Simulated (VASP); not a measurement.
## HfO2: relaxation of the atoms with r2SCAN

Crystal: HfO2.

```
Hf O
1.0
     0.00000    2.56268    2.56268
     2.56268    0.00000    2.56268
     2.56268    2.56268    0.00000
Hf O
1 2
Direct
  0.00000 0.00000 0.00000
  0.25000 0.25000 0.25000
  0.75000 0.75000 0.75000
```

- Program: VASP 6.6.1
- Task: relaxation of the atoms
- Functional: r2SCAN
- Potentials or basis: VASP PAW PBE potentials, release 64 (Hf_pv, O)
- Cutoff: 520 eV
- k mesh: 10 × 10 × 10
- Occupations: fermi-dirac, width 0.02 eV
- Spin: no spin polarisation
- Dipole correction: no
- Further INCAR settings: ALGO = Normal; EDIFF = 1e-06; IBRION = 2; EDIFFG = -0.01; NSW = 50

```
Pressure after relaxing : -13.4 GPa
Band gap on the k mesh  : 4.20 eV
```

Final structure:
```yaml
crystal:
  lattice:
    - [0.00000, 2.56268, 2.56268]
    - [2.56268, 0.00000, 2.56268]
    - [2.56268, 2.56268, 0.00000]
  atoms:
    - { symbol: Hf, position: [0.00000, 0.00000, 0.00000] }
    - { symbol: O, position: [0.25000, 0.25000, 0.25000] }
    - { symbol: O, position: [0.75000, 0.75000, 0.75000] }
```

Levels at points of the mesh, in eV from the valence-band top:
| k point | band 8 | band 9 | band 10 | band 11 | band 12 | band 13 | band 14 | band 15 |
| --- | --- | --- | --- | --- | --- | --- | --- | --- |
| (0.00, 0.00, 0.00) | -5.24 | -0.62 | -0.62 | -0.62 | 4.31 | 4.31 | 6.20 | 10.58 |
| (0.50, 0.00, 0.00) | -3.02 | -2.73 | -1.85 | -1.85 | 4.96 | 4.96 | 7.17 | 9.49 |
| (0.50, 0.50, 0.00) | -3.50 | -1.50 | -1.50 | 0.00 | 4.20 | 5.82 | 6.86 | 8.37 |

Run time: 56 s on 1 thread of AMD EPYC 9R45 96-Core Processor (Zen 5) (shared host), peak memory 0.15 GiB.

Caveat: the relaxation stopped at its first step, so nothing moved; the PAW data sets were made with another functional, which shifts forces and pressure a little; spin-orbit coupling is left out, which moves the levels of the heavy elements. A k mesh can miss the band edges.
